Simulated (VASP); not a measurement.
The system is BiTe.

```
CELL_PARAMETERS angstrom
4.42300 0.00000 0.00000
-2.21150 3.83043 0.00000
0.00000 0.00000 24.00200
ATOMIC_POSITIONS crystal
Bi 0.00000 0.00000 0.12420
Bi 0.00000 0.00000 0.87580
Bi 0.33333 0.66667 0.29080
Bi 0.66667 0.33333 0.70920
Bi 0.66667 0.33333 0.45750
Bi 0.33333 0.66667 0.54250
Te 0.33333 0.66667 0.05520
Te 0.66667 0.33333 0.94480
Te 0.66667 0.33333 0.21490
Te 0.33333 0.66667 0.78510
Te 0.00000 0.00000 0.36870
Te 0.00000 0.00000 0.63130
```

* Program: VASP 6.6.1
* Task: relaxation of cell and atoms
* Functional: PBEsol
* Potentials or basis: VASP PAW PBE potentials, release 64 (Bi_d, Te)
* Cutoff: 600 eV
* k mesh: 6 × 6 × 1
* Occupations: gaussian, width 0.1 eV
* Spin: no spin polarisation

At the start: pressure -0.8 GPa; volume 33.89 Å³/atom.

Question: How do energy, volume and symmetry change on relaxing?

Answer: Over 11 steps the energy falls by 40.3 meV/atom and the volume is 33.54 Å³/atom (-1.0 %); space group P-3m1 (No. 164, to 0.1 Å) before and after.

The path:
```
step  energy change (eV)  largest force (eV/Å)  pressure (GPa)  volume (Å³)
   1              0.0000                1.3396           -0.80       406.64
   2             -0.2950                0.9498            0.34       396.74
   3             -0.3538                0.2767            2.28       385.84
   4             -0.3713                0.4812            1.68       389.35
   5             -0.4648                0.2656           -0.25       404.22
   6             -0.4740                0.1632            0.12       400.70
   7             -0.4793                0.0889            0.00       401.93
   8             -0.4811                0.0667           -0.15       403.30
   9             -0.4825                0.0649            0.09       401.72
  10             -0.4826                0.0652            0.06       402.05
  11             -0.4839                0.0412            0.02       402.44
```

Final structure:
```
Bi Te
1.0
     4.42056    0.00000    0.00000
    -2.21028    3.82832    0.00000
     0.00000    0.00000   23.78002
Bi Te
6 6
Direct
  0.00000 0.00000 0.12591
  0.00000 0.00000 0.87409
  0.33333 0.66667 0.29380
  0.66667 0.33333 0.70620
  0.66667 0.33333 0.46490
  0.33333 0.66667 0.53510
  0.33333 0.66667 0.05420
  0.66667 0.33333 0.94580
  0.66667 0.33333 0.21076
  0.33333 0.66667 0.78924
  0.00000 0.00000 0.36623
  0.00000 0.00000 0.63377
```

Caveat: the PAW data sets were made with another functional, which shifts forces and pressure a little; the relaxation stopped at a loose force limit of 0.05 eV/Å, so its end isn't a converged minimum.
